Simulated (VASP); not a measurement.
# NiPt (P4/mmm) in VASP: notebook

The runs below take NiPt through single point, with LDA.

All numbers are computed with VASP 6.6.1; they aren't measurements. Logs are shortened: lines on timing, memory, paths and dates and some standing lists are left out, and cuts for length are marked.

## (1) The cell of the first run

Symmetry: P4/mmm, No. 123, tetragonal system. The conventional cell has a = 2.516 Å, b = 2.516 Å, c = 3.322 Å, α = 90.00°, β = 90.00°, γ = 90.00°. Ni (site symmetry 4/mmm) has 8 Pt at 2.43 Å and 4 Ni at 2.52 Å within 3.2 Å. Pt (site symmetry 4/mmm) has 8 Ni at 2.43 Å and 4 Pt at 2.52 Å within 3.2 Å.

## (2) Single point, LDA, collinear spin, ferromagnetic start (volume scaled by 0.8)

INCAR

```
  ALGO = Normal
  EDIFF = 1E-7
  ENCUT = 520
  GGA = CA
  ISIF = 2
  ISMEAR = -1
  ISPIN = 2
  LASPH = True
  LCHARG = False
  LMAXMIX = 4
  LORBIT = 11
  LREAL = False
  LWAVE = False
  MAGMOM = 1.5 0.6
  NBANDS = 21
  NELM = 150
  PREC = Accurate
  SIGMA = 0.1
```

KPOINTS

```
k-points
0
Gamma
  11 11 8
```

POSCAR

```
NiPt
1.0
    2.5156852576      0.0000000000      0.0000000000
    0.0000000000      2.5156852576      0.0000000000
    0.0000000000      0.0000000000      3.3218180310
Ni Pt
1 1
Direct
    0.5000000000      0.5000000000      0.5000000000
    0.0000000000      0.0000000000      0.0000000000
```

Potentials or basis: VASP PAW LDA potentials, release 64 (Ni, Pt).

The run is started by

```
cat potpaw_LDA.64/Ni/POTCAR potpaw_LDA.64/Pt/POTCAR > POTCAR
mpirun -np 1 vasp_std > vasp.out
```

OUTCAR:

```text
EDIFF = 1E-7
   ENCUT = 520
   GGA = CA
   ISIF = 2
   ISMEAR = -1
   ISPIN = 2
   LASPH = True
   LORBIT = 11
   LREAL = False
   NELM = 150
   PREC = Accurate

 ion  position               nearest neighbor table
   1  0.500  0.500  0.500-   2 2.43   2 2.43   2 2.43   2 2.43   2 2.43   2 2.43   2 2.43   2 2.43

   2  0.000  0.000  0.000-   1 2.43   1 2.43   1 2.43   1 2.43   1 2.43   1 2.43   1 2.43   1 2.43

  LATTYP: Found a simple tetragonal cell.
 ALAT       =     2.5156852576
 C/A-ratio  =     1.3204426193

  Lattice vectors:

 A1 = (   2.5156852576,   0.0000000000,   0.0000000000)
 A2 = (   0.0000000000,   2.5156852576,   0.0000000000)
 A3 = (   0.0000000000,   0.0000000000,   3.3218180310)

Analysis of symmetry for initial positions (statically):
=====================================================================
 Subroutine PRICEL returns:
 Original cell was already a primitive cell.

 Routine SETGRP: Setting up the symmetry group for a
 simple tetragonal supercell.

 Subroutine GETGRP returns: Found 16 space group operations
 (whereof 16 operations were pure point group operations)
 out of a pool of 16 trial point group operations.

The static configuration has the point symmetry D_4h.

Analysis of symmetry for dynamics (positions and initial velocities):
=====================================================================
 Subroutine PRICEL returns:
 Original cell was already a primitive cell.

 Routine SETGRP: Setting up the symmetry group for a
 simple tetragonal supercell.

 Subroutine GETGRP returns: Found 16 space group operations
 (whereof 16 operations were pure point group operations)
 out of a pool of 16 trial point group operations.

The dynamic configuration has the point symmetry D_4h.

Analysis of structural, dynamic, and magnetic symmetry:
=====================================================================
 Subroutine PRICEL returns:
 Original cell was already a primitive cell.

 Routine SETGRP: Setting up the symmetry group for a
 simple tetragonal supercell.

 Subroutine GETGRP returns: Found 16 space group operations
 (whereof 16 operations were pure point group operations)
 out of a pool of 16 trial point group operations.

The overall configuration has the point symmetry D_4h.

 Subroutine INISYM returns: Found 16 space group operations
 (whereof 16 operations are pure point group operations),
 and found     1 'primitive' translations

----------------------------------------------------------------------------------------

                                     Primitive cell

  volume of cell :      21.0227

  direct lattice vectors                    reciprocal lattice vectors
     2.515685258  0.000000000  0.000000000     0.397506006  0.000000000  0.000000000
     0.000000000  2.515685258  0.000000000     0.000000000  0.397506006  0.000000000
     0.000000000  0.000000000  3.321818031     0.000000000  0.000000000  0.301039970

  length of vectors
     2.515685258  2.515685258  3.321818031     0.397506006  0.397506006  0.301039970

  position of ions in fractional coordinates (direct lattice)
     0.500000000  0.500000000  0.500000000
     0.000000000  0.000000000  0.000000000

  ion indices of the primitive-cell ions
   primitive index   ion index
                 1           1
                 2           2

----------------------------------------------------------------------------------------

 KPOINTS: k-points

Automatic generation of k-mesh.
 Grid dimensions read from file:
 generate k-points for:   11   11    8

 Generating k-lattice:

  Cartesian coordinates                     Fractional coordinates (reciprocal lattice)
     0.036136910  0.000000000  0.000000000     0.090909091  0.000000000  0.000000000
     0.000000000  0.036136910  0.000000000     0.000000000  0.090909091  0.000000000
     0.000000000  0.000000000  0.037629996     0.000000000  0.000000000  0.125000000

  Length of vectors
     0.036136910  0.036136910  0.037629996

  Shift w.r.t. Gamma in fractional coordinates (k-lattice)
     0.000000000  0.000000000  0.000000000

 Subroutine IBZKPT returns following result:
 ===========================================

 Found    105 irreducible k-points:

 Following reciprocal coordinates:
            Coordinates               Weight
  0.000000  0.000000  0.000000      1.000000
  0.090909  0.000000  0.000000      4.000000
  0.181818  0.000000  0.000000      4.000000
  0.272727  0.000000  0.000000      4.000000
  0.363636  0.000000  0.000000      4.000000
  0.454545  0.000000  0.000000      4.000000
[... 16 lines left out ...]
  0.090909  0.000000  0.125000      8.000000
  0.181818  0.000000  0.125000      8.000000
 [... further k-points ...]
   k-points           NKPTS =    105   k-points in BZ     NKDIM =    105   number of bands    NBANDS=     21
   number of dos      NEDOS =    301   number of ions     NIONS =      2
   total plane-waves  NPLWV =  11200
[... 82 lines left out ...]
[... 13 lines left out ...]
     20      37.7577      0.00000
     21      40.7714      0.00000

 k-point     2 :       0.0909    0.0000    0.0000
  band No.  band energies     occupation
      1       2.7100      1.00000
      2       6.1595      1.00000
      3       6.3145      1.00000
      4      10.2109      1.00000
      5      10.4647      1.00000
      6      11.6908      1.00000
[... 13 lines left out ...]
     20      39.0306      0.00000
     21      40.5818      0.00000

 k-point     3 :       0.1818    0.0000    0.0000
  band No.  band energies     occupation
      1       3.4500      1.00000
      2       6.4790      1.00000
      3       7.0377      1.00000
      4       9.7327      1.00000
      5      10.7194      1.00000
      6      11.7953      1.00000
[... 13 lines left out ...]
     20      39.9345      0.00000
     21      42.2973      0.00000
[... 457 lines left out ...]
 k-point    23 :       0.0909    0.0000    0.1250
  band No.  band energies     occupation
      1       2.9541      1.00000
      2       6.2448      1.00000
      3       6.4392      1.00000
      4      10.2674      1.00000
      5      10.5352      1.00000
      6      11.5950      1.00000
[... 13 lines left out ...]
     20      38.8922      0.00000
     21      40.9047      0.00000

 k-point    24 :       0.1818    0.0000    0.1250
  band No.  band energies     occupation
      1       3.6724      1.00000
      2       6.5644      1.00000
      3       7.1561      1.00000
      4       9.7255      1.00000
      5      10.6904      1.00000
      6      11.7561      1.00000
[... 13 lines left out ...]
     20      41.8470      0.00000
     21      42.3924      0.00000

 [... further k-points ...]

 spin component 2

 k-point     1 :       0.0000    0.0000    0.0000
  band No.  band energies     occupation
      1       2.4404      1.00000
      2       6.0170      1.00000
      3       6.0928      1.00000
      4      10.3780      1.00000
      5      10.3780      1.00000
      6      11.6299      1.00000
[... 13 lines left out ...]
     20      37.7577      0.00000
     21      40.7714      0.00000

 k-point     2 :       0.0909    0.0000    0.0000
  band No.  band energies     occupation
      1       2.7100      1.00000
      2       6.1595      1.00000
      3       6.3145      1.00000
      4      10.2110      1.00000
      5      10.4649      1.00000
      6      11.6909      1.00000
[... 13 lines left out ...]
     20      39.0306      0.00000
     21      40.5819      0.00000

 k-point     3 :       0.1818    0.0000    0.0000
  band No.  band energies     occupation
      1       3.4500      1.00000
      2       6.4791      1.00000
      3       7.0378      1.00000
      4       9.7328      1.00000
      5      10.7195      1.00000
      6      11.7954      1.00000
[... 13 lines left out ...]
     20      39.9345      0.00000
     21      42.2974      0.00000
[... 457 lines left out ...]
 k-point    23 :       0.0909    0.0000    0.1250
  band No.  band energies     occupation
      1       2.9542      1.00000
      2       6.2449      1.00000
      3       6.4393      1.00000
      4      10.2676      1.00000
      5      10.5354      1.00000
      6      11.5951      1.00000
[... 13 lines left out ...]
     20      38.8923      0.00000
     21      40.9048      0.00000

 k-point    24 :       0.1818    0.0000    0.1250
  band No.  band energies     occupation
      1       3.6725      1.00000
      2       6.5645      1.00000
      3       7.1561      1.00000
      4       9.7257      1.00000
      5      10.6906      1.00000
      6      11.7562      1.00000
[... 13 lines left out ...]
     20      41.8470      0.00000
     21      42.3925      0.00000

 [... further k-points ...]
[... 5 lines left out ...]
  --------------------------------------------------------------------------------------
  -------------------------------------------------------------------------------------
  Total       10.0028801     10.0028801      9.1777503      0.0000000      0.0000000      0.0000000
  in kB      762.3373494    762.3373494    699.4527350      0.0000000      0.0000000      0.0000000
  external PRESSURE =     741.3758112 kB  Pullay stress =       0.0000000 kB

 VOLUME and BASIS-vectors are now :
 -----------------------------------------------------------------------------
  energy-cutoff  :      520.00
  volume of cell :       21.02
      direct lattice vectors                 reciprocal lattice vectors
     2.515685258  0.000000000  0.000000000     0.397506006  0.000000000  0.000000000
     0.000000000  2.515685258  0.000000000     0.000000000  0.397506006  0.000000000
     0.000000000  0.000000000  3.321818031     0.000000000  0.000000000  0.301039970

 POSITION                                       TOTAL-FORCE (eV/Angst)
 -----------------------------------------------------------------------------------
      1.25784      1.25784      1.66091         0.000000      0.000000      0.000000
      0.00000      0.00000      0.00000         0.000000      0.000000      0.000000
 -----------------------------------------------------------------------------------
    total drift:                               -0.000000      0.000000      0.000000

  FREE ENERGIE OF THE ION-ELECTRON SYSTEM (eV)
  ---------------------------------------------------
  free  energy   TOTEN  =       -13.5403127312 eV

  energy  without entropy=      -13.4583178099  energy(sigma->0) =      -13.49931527

 total charge

# of ion       s       p       d       tot
------------------------------------------
    1        0.550   0.715   8.533   9.798
    2        0.839   0.958   8.264  10.061
--------------------------------------------------
tot          1.390   1.672  16.797  19.859

 magnetization (x)

# of ion       s       p       d       tot
------------------------------------------
    1       -0.000  -0.000   0.000   0.000
    2       -0.000  -0.000   0.000   0.000
--------------------------------------------------
tot         -0.000  -0.000   0.000   0.000
```

Wall time 37 s (1 thread of Intel Xeon 6975P-C (Granite Rapids), shared host); peak memory 0.18 GiB.

What came out:

```
Free energy                                           : -13.5403 eV
Pressure                                              : 74.1 GPa
Band gap on the k mesh                                : zero (filled and empty bands overlap)
Net moment                                            : 0.00 μB per cell
Valence electrons inside the program's atomic spheres : Ni 9.80; Pt 10.06
```

Levels at points of the mesh, in eV from the Fermi level:
Spin up:
| k point | band 7 | band 8 | band 9 | band 10 | band 11 | band 12 | band 13 | band 14 |
| --- | --- | --- | --- | --- | --- | --- | --- | --- |
| (0.00, 0.00, 0.00) | -1.89 | -1.12 | 0.16 | 0.45 | 0.45 | 3.09 | 12.89 | 12.89 |
| (0.00, 0.00, 0.50) | -2.69 | -2.04 | -1.97 | -1.97 | -1.17 | -0.65 | 16.93 | 17.22 |
Spin down:
| k point | band 7 | band 8 | band 9 | band 10 | band 11 | band 12 | band 13 | band 14 |
| --- | --- | --- | --- | --- | --- | --- | --- | --- |
| (0.00, 0.00, 0.00) | -1.89 | -1.12 | 0.17 | 0.45 | 0.45 | 3.09 | 12.89 | 12.89 |
| (0.00, 0.00, 0.50) | -2.69 | -2.04 | -1.97 | -1.97 | -1.17 | -0.65 | 16.93 | 17.22 |

Caveat: the starting moments collapsed, and a magnetic state may lie lower; spin-orbit coupling is left out, which moves the levels of the heavy elements.

## (3) Single point, LDA, collinear spin, ferromagnetic start (volume scaled by 0.86)

INCAR

```
ALGO = Normal
EDIFF = 1E-6
ENCUT = 520
GGA = CA
ISIF = 2
ISMEAR = -1
ISPIN = 2
LASPH = T
LCHARG = T
LELF = T
LMAXMIX = 4
LORBIT = 11
LREAL = F
LVHAR = T
LWAVE = F
MAGMOM = 1.5 0.6
NBANDS = 21
NELM = 150
PREC = Accurate
SIGMA = 0.1
```

KPOINTS is that of step 2.

POSCAR

```
NiPt
1.0
    2.5770674930      0.0000000000      0.0000000000
    0.0000000000      2.5770674930      0.0000000000
    0.0000000000      0.0000000000      3.4028697507
Ni Pt
1 1
Direct
    0.5000000000      0.5000000000      0.5000000000
    0.0000000000      0.0000000000      0.0000000000
```

Potentials or basis: VASP PAW LDA potentials, release 64 (Ni, Pt).

The run is started by

```
cat potpaw_LDA.64/Ni/POTCAR potpaw_LDA.64/Pt/POTCAR > POTCAR
mpirun -np 1 vasp_std > vasp.out
```

Wall time 41 s (1 thread of Intel Xeon 6975P-C (Granite Rapids), shared host); peak memory 0.19 GiB.

It converged, with:

```
Free energy                                           : -14.0695 eV
Pressure                                              : 35.7 GPa
Band gap on the k mesh                                : zero (filled and empty bands overlap)
Net moment                                            : 0.00 μB per cell
Valence electrons inside the program's atomic spheres : Ni 9.59; Pt 9.80
```

Stress tensor (GPa, compression positive):
```
36.72  0.00  0.00
 0.00 36.72  0.00
 0.00  0.00 33.62
```

Levels at points of the mesh, in eV from the Fermi level:
Spin up:
| k point | band 7 | band 8 | band 9 | band 10 | band 11 | band 12 | band 13 | band 14 |
| --- | --- | --- | --- | --- | --- | --- | --- | --- |
| (0.00, 0.00, 0.00) | -1.69 | -0.98 | 0.12 | 0.39 | 0.39 | 3.08 | 12.51 | 12.51 |
| (0.00, 0.00, 0.50) | -2.44 | -1.78 | -1.73 | -1.73 | -1.01 | -0.64 | 16.63 | 17.01 |
Spin down:
| k point | band 7 | band 8 | band 9 | band 10 | band 11 | band 12 | band 13 | band 14 |
| --- | --- | --- | --- | --- | --- | --- | --- | --- |
| (0.00, 0.00, 0.00) | -1.69 | -0.98 | 0.12 | 0.39 | 0.39 | 3.08 | 12.51 | 12.51 |
| (0.00, 0.00, 0.50) | -2.44 | -1.78 | -1.73 | -1.73 | -1.01 | -0.63 | 16.63 | 17.01 |

Caveat: the starting moments collapsed, and a magnetic state may lie lower; spin-orbit coupling is left out, which moves the levels of the heavy elements.

## (4) Single point, LDA, collinear spin, ferromagnetic start (volume scaled by 0.86)

INCAR

```
SYSTEM = NiPt
PREC = Accurate
ENCUT = 520
EDIFF = 1E-6
ISMEAR = -1
SIGMA = 0.1
LREAL = .False.
LASPH = .True.
NELM = 150
ALGO = Normal
ISIF = 2
LWAVE = .False.
LCHARG = .False.
ISPIN = 2
MAGMOM = 1.5 0.6
LORBIT = 11
LMAXMIX = 4
GGA = CA
NBANDS = 21
```

KPOINTS

```
Automatic mesh
0
Gamma
  11 11 8
  0 0 0
```

POSCAR is that of step 3.

The run is started by

```
cat potpaw_LDA.64/Ni/POTCAR potpaw_LDA.64/Pt/POTCAR > POTCAR
mpirun -np 1 vasp_std > vasp.out
```

It took 40 s on 1 thread of Intel Xeon 6975P-C (Granite Rapids), shared host; peak memory 0.19 GiB.

Results (log left out):

| Item | Value |
| --- | --- |
| Free energy | -14.0695 eV |
| Pressure | 35.7 GPa |
| Band gap on the k mesh | zero (filled and empty bands overlap) |
| Net moment | 0.00 μB per cell |
| Valence electrons inside the program's atomic spheres | Ni 9.59; Pt 9.80 |

Stress tensor (GPa, compression positive):
```
36.72  0.00  0.00
 0.00 36.72  0.00
 0.00  0.00 33.62
```

Levels at points of the mesh, in eV from the Fermi level:
Spin up:
| k point | band 6 | band 7 | band 8 | band 9 | band 10 | band 11 | band 12 | band 13 | band 14 | band 15 |
| --- | --- | --- | --- | --- | --- | --- | --- | --- | --- | --- |
| (0.00, 0.00, 0.00) | -2.38 | -1.69 | -0.98 | 0.12 | 0.39 | 0.39 | 3.08 | 12.51 | 12.51 | 12.87 |
| (0.00, 0.00, 0.50) | -2.44 | -2.44 | -1.78 | -1.73 | -1.73 | -1.01 | -0.64 | 16.63 | 17.01 | 18.06 |
Spin down:
```tsv
k point	band 8	band 9	band 10	band 11	band 12	band 13
(0.00, 0.00, 0.00)	-0.98	0.12	0.39	0.39	3.08	12.51
(0.00, 0.00, 0.50)	-1.78	-1.73	-1.73	-1.01	-0.63	16.63
```

Caveat: the starting moments collapsed, and a magnetic state may lie lower; spin-orbit coupling is left out, which moves the levels of the heavy elements.

## (5) Single point, LDA (volume scaled by 0.8)

INCAR

```
SYSTEM = NiPt
PREC = Accurate
ENCUT = 590
EDIFF = 1E-6
ISMEAR = -1
SIGMA = 0.1
LREAL = .FALSE.
LASPH = .TRUE.
NELM = 120
ALGO = Normal
ISIF = 2
LWAVE = .FALSE.
LCHARG = .FALSE.
NBANDS = 25
GGA_COMPAT = .FALSE.
```

KPOINTS

```
Automatic mesh
0
G
  11 11 8
  0 0 0
```

POSCAR

```
NiPt
1.0
    2.5156852576      0.0000000000      0.0000000000
    0.0000000000      2.5156852576      0.0000000000
    0.0000000000      0.0000000000      3.3218180310
Ni Pt
1 1
Direct
    0.5000000000      0.5000000000      0.5000000000
    0.0000000000      0.0000000000      0.0000000000
```

Potentials or basis: VASP PAW LDA potentials, release 64 (Ni_sv_GW, Pt_sv_GW).

The run is started by

```
cat potpaw_LDA.64/Ni_sv_GW/POTCAR potpaw_LDA.64/Pt_sv_GW/POTCAR > POTCAR
mpirun -np 1 vasp_std > vasp.out
```

Run time: 61 s. Hardware: 1 thread of Intel Xeon Platinum 8375C at 2.90GHz (Ice Lake), shared host; peak memory 0.2 GiB.

The run converged. Its results:

- Free energy: -14.2003 eV
- Pressure: 71.6 GPa
- Band gap on the k mesh: zero (band 18 reaches 14.03 eV, above the bottom of band 19 at 11.58 eV)

Stress tensor (GPa, compression positive):
```
73.67  0.00  0.00
 0.00 73.67  0.00
 0.00  0.00 67.57
```

Levels at points of the mesh, in eV from the Fermi level:
```tsv
k point	band 14	band 15	band 16	band 17	band 18	band 19	band 20	band 21	band 22	band 23
(0.00, 0.00, 0.00)	-2.70	-1.89	-1.11	0.15	0.45	0.45	3.13	12.92	12.92	13.85
(0.00, 0.00, 0.50)	-2.71	-2.71	-2.03	-1.95	-1.95	-1.15	-0.69	16.92	17.23	18.70
```

Caveat: spin-orbit coupling is left out, which moves the levels of the heavy elements. Spin polarisation is off, so any magnetic state and its effect on volume and gap are missing.
